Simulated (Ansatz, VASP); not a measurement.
One calculation of In3Se, two programs

```
In Se
1.0
     4.78818    0.00000    0.00000
     0.00000    4.78818    0.00000
     0.00000    0.00000    4.78818
In Se
3 1
Direct
  0.00000 0.50000 0.50000
  0.50000 0.00000 0.50000
  0.50000 0.50000 0.00000
  0.00000 0.00000 0.00000
```

Alike in both runs: functional PBE; k mesh 10 × 10 × 10; occupations gaussian, width 0.1 eV; no spin polarisation.

Ansatz relaxed the structure, and its values are those at the end. VASP's run is a single point on that final structure, the one shown.

|  | VASP | Ansatz |
| --- | --- | --- |
| version | VASP 6.6.1 | Ansatz 0.2.0 |
| potentials or method | VASP PAW PBE potentials, release 64 (In_d, Se), cutoff 520 eV | scalar-relativistic, plane waves, PAW |
| valence electrons in the cell | 45 | 55 |

```csv
,VASP,Ansatz,Ansatz less VASP
gap on the k mesh at the Fermi level (eV),none,none,-
pressure (GPa),0.0,0.0,+0.02
```

A gap of «none» marks a metal or a gap that the smearing closes. With one functional, cell and mesh, what is left measures potentials, basis and numerics. VASP's potentials hold 45 valence electrons a cell and Ansatz's 55, so a difference there can come from the potentials and not from the codes.
